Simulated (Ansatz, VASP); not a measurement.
**Two plane-wave programs on CdSn2O3**

```
Cd Sn O
1.0
     6.10780    0.00000    0.00000
    -3.05390    5.28951    0.00000
     0.00000    0.00000    3.07273
Cd Sn O
1 2 3
Direct
  0.00000 0.00000 0.00000
  0.33333 0.66667 0.50000
  0.66667 0.33333 0.50000
  0.50000 0.00000 0.00000
  0.00000 0.50000 0.00000
  0.50000 0.50000 0.00000
```

Alike in both runs: functional PBE; k mesh 3 × 3 × 6; occupations gaussian, width 0.1 eV; no spin polarisation.

Ansatz relaxed the structure, and its values are those at the end. VASP's run is a single point on that final structure, the one shown.

|  | VASP | Ansatz |
| --- | --- | --- |
| version | VASP 6.6.1 | Ansatz 0.2.0 |
| potentials or method | VASP PAW PBE potentials, release 64 (Cd, Sn_d, O), cutoff 520 eV | scalar-relativistic, plane waves, PAW |
| valence electrons in the cell | 58 | 66 |

|  | VASP | Ansatz | Ansatz less VASP |
| --- | --- | --- | --- |
| gap on the k mesh at the Fermi level (eV) | none | none | - |
| pressure (GPa) | 0.1 | 0.0 | -0.11 |

A gap of «none» marks a metal or a gap that the smearing closes. With one functional, cell and mesh, what is left measures potentials, basis and numerics. VASP's potentials hold 58 valence electrons a cell and Ansatz's 66, so a difference there can come from the potentials and not from the codes.

The k mesh is coarse, so the values compare programs but aren't converged.
